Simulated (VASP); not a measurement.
NaF (Villiaumite), 2 atoms in the cell. It takes space group Fm-3m (No. 225, cubic). Conventional cell: a = 4.594 Å, b = 4.594 Å, c = 4.594 Å, α = 90.00°, β = 90.00°, γ = 90.00°. Within 3.0 Å of Na (site symmetry m-3m) lie 6 F at 2.30 Å. Within 3.0 Å of F (site symmetry m-3m) lie 6 Na at 2.30 Å. 

* Program: VASP 6.6.1
* Task: single point
* Functional: PBE
* Potentials or basis: VASP PAW PBE potentials, release 64 (Na_pv, F)
* Cutoff: 520 eV
* k mesh: 6 × 6 × 6
* Occupations: gaussian, width 0.01 eV
* Spin: no spin polarisation
* Dipole correction: no
* Further INCAR settings: ALGO = Normal; EDIFF = 1e-06; NBANDS = 14

Potentials or basis: VASP PAW PBE potentials, release 64 (Na_pv, F).

The run is started by

```console
$ cat potpaw_PBE.64/Na_pv/POTCAR potpaw_PBE.64/F/POTCAR > POTCAR
$ mpirun -np 1 vasp_std > vasp.out
```

Hardware: 1 thread of Intel(R) Xeon(R) 6975P-C (Granite Rapids) (shared host).

Task: How long does it take, and how much memory?

Result: Run time: 2.1 s on 1 thread of Intel(R) Xeon(R) 6975P-C (Granite Rapids) (shared host), peak memory 0.13 GiB. Counts: scf iterations 12, k points 16.
